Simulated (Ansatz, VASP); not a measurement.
## SbI2: VASP beside Ansatz

INCAR

```
SYSTEM = SbI2
  PREC = Accurate
  ENCUT = 520
  EDIFF = 1E-7
  ISMEAR = 0
  SIGMA = 0.1
  LREAL = .False.
  LASPH = .True.
  NELM = 60
  ALGO = Normal
  ISIF = 2
  LWAVE = .False.
  LCHARG = .True.
  GGA = PE
  LELF = .True.
  LVHAR = .True.
  NBANDS = 16
```

Contents of KPOINTS:

```
Automatic mesh
0
Gamma
  6 6 6
  0 0 0
```

POSCAR

```
SbI2
1.0
   -2.6265257178      2.6265257178      4.3077722569
    2.6265257178     -2.6265257178      4.3077722569
    2.6265257178      2.6265257178     -4.3077722569
Sb I
1 2
Direct
    0.0000000000      0.0000000000      0.0000000000
    0.5930000000      0.5930000000      0.0000000000
    0.4070000000      0.4070000000      0.0000000000
```

Input for Ansatz:

```yaml
crystal:
  lattice:
    - [-2.6265257178, 2.6265257178, 4.3077722569]
    - [2.6265257178, -2.6265257178, 4.3077722569]
    - [2.6265257178, 2.6265257178, -4.3077722569]
  atoms:
    - { symbol: Sb, position: [0.0, 0.0, 0.0] }
    - { symbol: I, position: [0.593, 0.593, 0.0] }
    - { symbol: I, position: [0.407, 0.407, 0.0] }
basis:
  ecutwfc: 420
kpoints:
  mp_grid: { grid: [6, 6, 6] }
hamiltonian:
  xc: pbe
scf:
  occupations: { method: gaussian, width: 0.1 }
  lower_state_search: "off"
output:
  forces: true
  stress: true
  eigenvalues: true
```

Alike in both runs: task single point; functional PBE; k mesh 6 × 6 × 6; occupations gaussian, width 0.1 eV; no spin polarisation.

```csv
,VASP,Ansatz
version,VASP 6.6.1,Ansatz 0.2.0
potentials or method,"VASP PAW PBE potentials, release 64 (Sb, I), cutoff 520 eV","scalar-relativistic, plane waves, PAW"
valence electrons in the cell,19,49
```

```tsv
	VASP	Ansatz	Ansatz less VASP
gap on the k mesh at the Fermi level (eV)	none	none	-
rms of the force components (eV/Å)	70.591	59.633	-10.9586
```

Atom by atom the forces differ by 10.959 eV/Å (rms over components). A gap of «none» marks a metal or a gap that the smearing closes. VASP's potentials hold 19 valence electrons a cell and Ansatz's 49, so a difference there can come from the potentials and not from the codes.

Spin-orbit coupling is off throughout.
